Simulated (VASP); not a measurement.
# BP (F-43m) in VASP: a series of runs

Runs on BP. Level: PBE. Tasks: single point.

Program: VASP 6.6.1. These are calculated values, not measurements. Logs are shortened: lines on timing, memory, paths and dates and some standing lists are left out, and cuts for length are marked.

## 1. The cell of the first run

It takes space group F-43m (No. 216, cubic). The conventional cell has a = 4.381 Å, b = 4.381 Å, c = 4.381 Å, α = 90.00°, β = 90.00°, γ = 90.00°. Within 2.5 Å of B (site symmetry -43m) lie 4 P at 1.90 Å. P (site symmetry -43m) has 4 B at 1.90 Å within 2.5 Å.

## 2. Single point, PBE

Input file INCAR:

```
PREC = Accurate
ENCUT = 500
EDIFF = 1E-6
ISMEAR = 0
SIGMA = 0.01
LREAL = False
LASPH = True
NELM = 120
ALGO = Normal
ISIF = 2
LWAVE = False
LCHARG = False
GGA = PE
NBANDS = 11
GGA_COMPAT = False
```

Input file KPOINTS:

```
Automatic mesh
0
Gamma
  8 8 8
```

Input file POSCAR:

```
BP
1.0
    0.0000000000      2.1906954137      2.1906954137
    2.1906954137      0.0000000000      2.1906954137
    2.1906954137      2.1906954137      0.0000000000
B P
1 1
Direct
    0.0000000000      0.0000000000      0.0000000000
    0.2500000000      0.2500000000      0.2500000000
```

Potentials or basis: VASP PAW PBE potentials, release 64 (B, P).

Started as:

```
$ cat potpaw_PBE.64/B/POTCAR potpaw_PBE.64/P/POTCAR > POTCAR
$ mpirun -np 1 vasp_std > vasp.out
```

OUTCAR:

```text
PREC = Accurate
   ENCUT = 500
   EDIFF = 1E-6
   ISMEAR = 0
   LREAL = False
   LASPH = True
   NELM = 120
   ISIF = 2
   GGA = PE

 ion  position               nearest neighbor table
   1  0.000  0.000  0.000-   2 1.90   2 1.90   2 1.90   2 1.90
   2  0.250  0.250  0.250-   1 1.90   1 1.90   1 1.90   1 1.90

  LATTYP: Found a face centered cubic cell.
 ALAT       =     4.3813908274

  Lattice vectors:

 A1 = (   0.0000000000,   2.1906954137,   2.1906954137)
 A2 = (   2.1906954137,   0.0000000000,   2.1906954137)
 A3 = (   2.1906954137,   2.1906954137,   0.0000000000)

Analysis of symmetry for initial positions (statically):
=====================================================================
 Subroutine PRICEL returns:
 Original cell was already a primitive cell.

 Routine SETGRP: Setting up the symmetry group for a
 face centered cubic supercell.

 Subroutine GETGRP returns: Found 24 space group operations
 (whereof 24 operations were pure point group operations)
 out of a pool of 48 trial point group operations.

The static configuration has the point symmetry T_d .

Analysis of symmetry for dynamics (positions and initial velocities):
=====================================================================
 Subroutine PRICEL returns:
 Original cell was already a primitive cell.

 Routine SETGRP: Setting up the symmetry group for a
 face centered cubic supercell.

 Subroutine GETGRP returns: Found 24 space group operations
 (whereof 24 operations were pure point group operations)
 out of a pool of 48 trial point group operations.

The dynamic configuration has the point symmetry T_d .

 Subroutine INISYM returns: Found 24 space group operations
 (whereof 24 operations are pure point group operations),
 and found     1 'primitive' translations

----------------------------------------------------------------------------------------

                                     Primitive cell

  volume of cell :      21.0269

  direct lattice vectors                    reciprocal lattice vectors
     0.000000000  2.190695414  2.190695414    -0.228238027  0.228238027  0.228238027
     2.190695414  0.000000000  2.190695414     0.228238027 -0.228238027  0.228238027
     2.190695414  2.190695414  0.000000000     0.228238027  0.228238027 -0.228238027

  length of vectors
     3.098111165  3.098111165  3.098111165     0.395319860  0.395319860  0.395319860

  position of ions in fractional coordinates (direct lattice)
     0.000000000  0.000000000  0.000000000
     0.250000000  0.250000000  0.250000000

  ion indices of the primitive-cell ions
   primitive index   ion index
                 1           1
                 2           2

----------------------------------------------------------------------------------------

 KPOINTS: Automatic mesh

Automatic generation of k-mesh.
 Grid dimensions read from file:
 generate k-points for:    8    8    8

 Generating k-lattice:

  Cartesian coordinates                     Fractional coordinates (reciprocal lattice)
    -0.028529753  0.028529753  0.028529753     0.125000000  0.000000000  0.000000000
     0.028529753 -0.028529753  0.028529753     0.000000000  0.125000000  0.000000000
     0.028529753  0.028529753 -0.028529753     0.000000000  0.000000000  0.125000000

  Length of vectors
     0.049414982  0.049414982  0.049414982

  Shift w.r.t. Gamma in fractional coordinates (k-lattice)
     0.000000000  0.000000000  0.000000000

 Subroutine IBZKPT returns following result:
 ===========================================

 Found     29 irreducible k-points:

 Following reciprocal coordinates:
            Coordinates               Weight
  0.000000  0.000000  0.000000      1.000000
  0.125000  0.000000  0.000000      8.000000
  0.250000  0.000000  0.000000      8.000000
  0.375000  0.000000  0.000000      8.000000
  0.500000  0.000000  0.000000      4.000000
  0.125000  0.125000  0.000000      6.000000
[... 16 lines left out ...]
  0.500000  0.250000  0.125000     48.000000
 -0.375000  0.250000  0.125000     24.000000
 [... further k-points ...]
   k-points           NKPTS =     29   k-points in BZ     NKDIM =     29   number of bands    NBANDS=     11
   number of dos      NEDOS =    301   number of ions     NIONS =      2
   total plane-waves  NPLWV =  13824
   dimension x,y,z NGX =    24 NGY =   24 NGZ =   24
   dimension x,y,z NGXF=    48 NGYF=   48 NGZF=   48
   ions per type =               1   1
   NGX,Y,Z   is equivalent  to a cutoff of  12.88, 12.88, 12.88 a.u.
   NGXF,Y,Z  is equivalent  to a cutoff of  25.76, 25.76, 25.76 a.u.
 SYSTEM =  unknown system
   PREC   = accura    normal or accurate (medium, high low for compatibility)
   ISTART =      0    job   : 0-new  1-cont  2-samecut
   ICHARG =      2    charge: 1-file 2-atom 10-const
   ISPIN  =      1    spin polarized calculation?
   LNONCOLLINEAR =      F non collinear calculations
   LSORBIT =      F    spin-orbit coupling
   LASPH  =      T    aspherical Exc in radial PAW
   ENCUT  =  500.0 eV  36.75 Ry    6.06 a.u.   5.65  5.65  5.65*2*pi/ulx,y,z
   NELM   =    120;   NELMIN=  2; NELMDL= -5     # of ELM steps
   EDIFF  = 0.1E-05   stopping-criterion for ELM
   LREAL  =      F    real-space projection
   EDIFFG = 0.1E-04   stopping-criterion for IOM
   NSW    =      0    number of steps for IOM
   IBRION =     -1    ionic relax: 0-MD 1-quasi-New 2-CG
   NFREE  =      0    steps in history (QN), initial steepest desc. (CG)
   ISIF   =      2    stress and relaxation
   ISYM   =      2    0-nonsym 1-usesym 2-fastsym
   POTIM  = 0.5000    time-step for ionic-motion
   TEBEG  =    0.0;   TEEND  =   0.0 temperature during run
   PSTRESS=    0.0 pullay stress
   NELECT =       8.0000    total number of electrons
   NUPDOWN=      -1.0000    fix difference up-down
   EMIN   =  10.00;   EMAX   =-10.00  energy-range for DOS
   EFERMI =   0.00;   METHOD = LEGACY
   ISMEAR =     0;   SIGMA  =   0.01  broadening in eV -4-tet -1-fermi 0-gaus
   EFERMI_NEDOS =   21; number of points for ismear=-14 and -15
   IALGO  =     38    algorithm
   IMIX   =      4    mixing-type and parameters
     AMIX     =   0.40;   BMIX     =  1.00
     AMIX_MAG =   1.60;   BMIX_MAG =  1.00
  volume/ion in A,a.u.               =      10.51        70.95
  Fermi-wavevector in a.u.,A,eV,Ry     =   1.186259  2.241704 19.146258  1.407210
  Thomas-Fermi vector in A             =   2.322435
   LORBIT       =      0    0 simple, 1 ext, 2 COOP (PROOUT), +10 PAW based schemes
   GGA     = PE    functional components
   LHFCALC =     F    Hartree Fock is set to
   AEXX    =    0.0000 exact exchange contribution
   IVDW    =     0    specifies the selected vdW correction
   LEPSILON=     F    determine dielectric tensor
   LRPA    =     F    only Hartree local field effects (RPA)
 non-spin polarized calculation
 Gauss-broadening in eV      SIGMA  =   0.01
  energy-cutoff  :      500.00
  volume of cell :       21.03
 maximum number of plane-waves:       544
   NGX = 11   NGY = 11   NGZ = 11

 number of electron       7.9999999 magnetization

 Free energy of the ion-electron system (eV)
  ---------------------------------------------------
  ext. energy  EPLUGINS =         0.00000000
  ---------------------------------------------------
  free energy    TOTEN  =       -12.77148796 eV

  energy without entropy =      -12.77148796  energy(sigma->0) =      -12.77148796

 E-fermi :   8.7722     XC(G=0): -11.3656

 val. band max:        8.7243122245   @ k =   0.0000   0.0000   0.0000
 cond. band min:       9.8343978557   @ k =   0.5000   0.5000   0.0000
 fundamental gap:      1.1100856312
 Fermi energy:         8.7721619497

 k-point     1 :       0.0000    0.0000    0.0000
  band No.  band energies     occupation
      1      -7.7059      2.00000
      2       8.7243      2.00000
      3       8.7243      2.00000
      4       8.7243      2.00000
      5      12.3051      0.00000
      6      12.3051      0.00000
      7      12.3051      0.00000
      8      17.7504      0.00000
      9      21.0055      0.00000
     10      21.1691      0.00000
     11      21.1691      0.00000

 k-point     2 :       0.1250    0.0000    0.0000
  band No.  band energies     occupation
      1      -7.3997      2.00000
      2       6.7552      2.00000
      3       8.2592      2.00000
      4       8.2592      2.00000
      5      12.9493      0.00000
      6      12.9493      0.00000
      7      12.9843      0.00000
      8      18.3464      0.00000
      9      20.1689      0.00000
     10      20.1689      0.00000
     11      21.9291      0.00000

 k-point     3 :       0.2500    0.0000    0.0000
  band No.  band energies     occupation
      1      -6.4977      2.00000
      2       3.5481      2.00000
      3       7.5210      2.00000
      4       7.5210      2.00000
      5      13.2516      0.00000
      6      13.7218      0.00000
      7      13.7218      0.00000
      8      19.2712      0.00000
      9      19.9333      0.00000
     10      19.9333      0.00000
     11      22.7300      0.00000

 k-point     4 :       0.3750    0.0000    0.0000
  band No.  band energies     occupation
      1      -5.0939      2.00000
      2       0.5811      2.00000
      3       7.0159      2.00000
      4       7.0159      2.00000
      5      13.1963      0.00000
      6      13.6632      0.00000
      7      13.6632      0.00000
      8      19.3513      0.00000
      9      21.8382      0.00000
     10      21.8382      0.00000
     11      23.7318      0.00000

 k-point     5 :       0.5000    0.0000    0.0000
  band No.  band energies     occupation
      1      -3.9622      2.00000
      2      -1.0916      2.00000
      3       6.8442      2.00000
      4       6.8442      2.00000
      5      13.1552      0.00000
      6      13.5043      0.00000
      7      13.5043      0.00000
      8      19.2126      0.00000
      9      24.0586      0.00000
     10      24.0586      0.00000
     11      24.6504      0.00000
[... 211 lines left out ...]
 k-point    21 :       0.5000    0.5000    0.0000
  band No.  band energies     occupation
      1      -2.2803      2.00000
      2      -0.4143      2.00000
      3       4.2251      2.00000
      4       4.2251      2.00000
      5       9.8344      0.00000
      6      10.2888      0.00000
      7      21.8568      0.00000
      8      21.8568      0.00000
      9      25.2955      0.00000
     10      26.1907      0.00000
     11      27.8184      0.00000

 k-point    22 :       0.3750    0.2500    0.1250
  band No.  band energies     occupation
      1      -5.7054      2.00000
      2       3.5811      2.00000
      3       4.5521      2.00000
      4       6.5994      2.00000
      5      12.2909      0.00000
      6      14.8617      0.00000
      7      15.4558      0.00000
      8      16.8122      0.00000
      9      21.0340      0.00000
     10      23.4277      0.00000
     11      25.7301      0.00000

 k-point    23 :       0.5000    0.2500    0.1250
  band No.  band energies     occupation
      1      -4.3309      2.00000
      2       1.1568      2.00000
      3       3.9238      2.00000
      4       5.7198      2.00000
      5      12.8827      0.00000
      6      14.5201      0.00000
      7      16.5434      0.00000
      8      17.6520      0.00000
      9      21.9397      0.00000
     10      22.8716      0.00000
     11      26.8094      0.00000

 k-point    24 :      -0.3750    0.2500    0.1250
  band No.  band energies     occupation
      1      -3.2346      2.00000
      2      -0.4102      2.00000
      3       3.8738      2.00000
      4       5.2923      2.00000
      5      12.9124      0.00000
      6      14.2932      0.00000
      7      17.7223      0.00000
      8      19.1899      0.00000
      9      19.7118      0.00000
     10      23.8810      0.00000
     11      26.4608      0.00000

 [... further k-points ...]
[... 5 lines left out ...]
  --------------------------------------------------------------------------------------
  -------------------------------------------------------------------------------------
  Total        2.9056614      2.9056614      2.9056614      0.0000000     -0.0000000     -0.0000000
  in kB      221.4010063    221.4010063    221.4010063      0.0000000     -0.0000000     -0.0000000
  external PRESSURE =     221.4010063 kB  Pullay stress =       0.0000000 kB

 VOLUME and BASIS-vectors are now :
 -----------------------------------------------------------------------------
  energy-cutoff  :      500.00
  volume of cell :       21.03
      direct lattice vectors                 reciprocal lattice vectors
     0.000000000  2.190695414  2.190695414    -0.228238027  0.228238027  0.228238027
     2.190695414  0.000000000  2.190695414     0.228238027 -0.228238027  0.228238027
     2.190695414  2.190695414  0.000000000     0.228238027  0.228238027 -0.228238027

 POSITION                                       TOTAL-FORCE (eV/Angst)
 -----------------------------------------------------------------------------------
      0.00000      0.00000      0.00000         0.000000      0.000000      0.000000
      1.09535      1.09535      1.09535        -0.000000     -0.000000     -0.000000
 -----------------------------------------------------------------------------------
    total drift:                                0.000000      0.000000      0.000000

  FREE ENERGIE OF THE ION-ELECTRON SYSTEM (eV)
  ---------------------------------------------------
  free  energy   TOTEN  =       -12.7714879630 eV

  energy  without entropy=      -12.7714879630  energy(sigma->0) =      -12.77148796
```

Run time: 4.6 s. Hardware: 1 thread of Intel Xeon Platinum 8375C at 2.90GHz (Ice Lake), shared host; peak memory 0.13 GiB.

Results:

- Free energy: -12.7715 eV
- Pressure: 22.1 GPa
- Band gap on the k mesh: 1.11 eV, indirect (least direct gap 3.58 eV)

Levels at points of the mesh, in eV from the valence-band top:
```
           k point  band 1  band 2  band 3  band 4  band 5  band 6  band 7  band 8
(0.00, 0.00, 0.00)  -16.43    0.00    0.00    0.00    3.58    3.58    3.58    9.03
(0.50, 0.00, 0.00)  -12.69   -9.82   -1.88   -1.88    4.43    4.78    4.78   10.49
(0.50, 0.50, 0.00)  -11.00   -9.14   -4.50   -4.50    1.11    1.56   13.13   13.13
```

A k mesh can miss the band edges. As with any semilocal functional, this PBE gap is likely too small.

## 3. Single point, PBE

This run uses another cell than the first one, of 10.81 Å³/atom, 1.028 times its volume.

Input file INCAR:

```
PREC = Accurate ; ENCUT = 500
EDIFF = 1E-6 ; ISMEAR = 0
SIGMA = 0.01 ; LREAL = F
LASPH = T ; NELM = 120
ALGO = Normal ; ISIF = 2
LWAVE = F ; LCHARG = F
GGA = PE ; NBANDS = 11
GGA_COMPAT = F
```

KPOINTS is that of step 2.

Input file POSCAR:

```
BP
1.0
    0.0000000000      2.2107946594      2.2107946594
    2.2107946594      0.0000000000      2.2107946594
    2.2107946594      2.2107946594      0.0000000000
B P
1 1
Direct
    0.0000000000      0.0000000000      0.0000000000
    0.2500000000      0.2500000000      0.2500000000
```

Potentials or basis: VASP PAW PBE potentials, release 64 (B, P).

Started as:

```
$ cat potpaw_PBE.64/B/POTCAR potpaw_PBE.64/P/POTCAR > POTCAR
$ mpirun -np 1 vasp_std > vasp.out
```

Wall time 4.1 s (1 thread of Intel Xeon Platinum 8375C at 2.90GHz (Ice Lake), shared host); peak memory 0.13 GiB.

Results (log left out):

```
Free energy            : -12.8407 eV
Pressure               : 15.8 GPa
Band gap on the k mesh : 1.17 eV, indirect (least direct gap 3.53 eV)
```

Levels at points of the mesh, in eV from the valence-band top:
```tsv
k point	band 1	band 2	band 3	band 4	band 5	band 6	band 7	band 8
(0.00, 0.00, 0.00)	-16.17	0.00	0.00	0.00	3.53	3.53	3.53	8.59
(0.50, 0.00, 0.00)	-12.54	-9.61	-1.85	-1.85	4.26	4.76	4.76	10.39
(0.50, 0.50, 0.00)	-10.90	-8.99	-4.40	-4.40	1.17	1.59	12.87	12.87
```

A k mesh can miss the band edges.

(Part 1 of 2 ends here.)
